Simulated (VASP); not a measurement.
The system is BN.

```
CELL_PARAMETERS angstrom
1.27566 0.73650 3.43909
-1.27566 0.73650 3.43909
0.00000 -1.47301 3.43909
ATOMIC_POSITIONS crystal
N 0.66724 0.66724 0.66724
B 0.00033 0.00033 0.00033
```

This cell differs from its parent crystal: volume scaled by 1.06.

Base run:

| Item | Value |
| --- | --- |
| Program | VASP 6.6.1 |
| Functional | PBE |
| Potentials or basis | VASP PAW PBE potentials, release 64 (N, B) |
| Cutoff | 520 eV |
| k mesh | 12 × 12 × 12 |
| Occupations | fermi-dirac, width 0.05 eV |
| Spin | no spin polarisation |

Its results: band gap on the k mesh 4.20 eV, indirect (least direct gap 4.55 eV); pressure -9.3 GPa; largest force 0.007 eV/Å.

Problem. After a change of settings the same cell gave: band gap on the k mesh 4.11 eV, indirect (least direct gap 4.49 eV); pressure -11.7 GPa; largest force 0.007 eV/Å. Which change was it?
A. functional from PBE to r2SCAN
B. functional from PBE to LDA; potentials or basis from VASP PAW PBE potentials, release 64 (N, B) to VASP PAW LDA potentials, release 64 (N, B)
C. functional from PBE to PBEsol

Solution. C.

PBEsol binds more tightly than PBE, so the same cell stands under less pressure.

Caveats: the PAW data sets were made with another functional, which shifts forces and pressure a little (some runs).
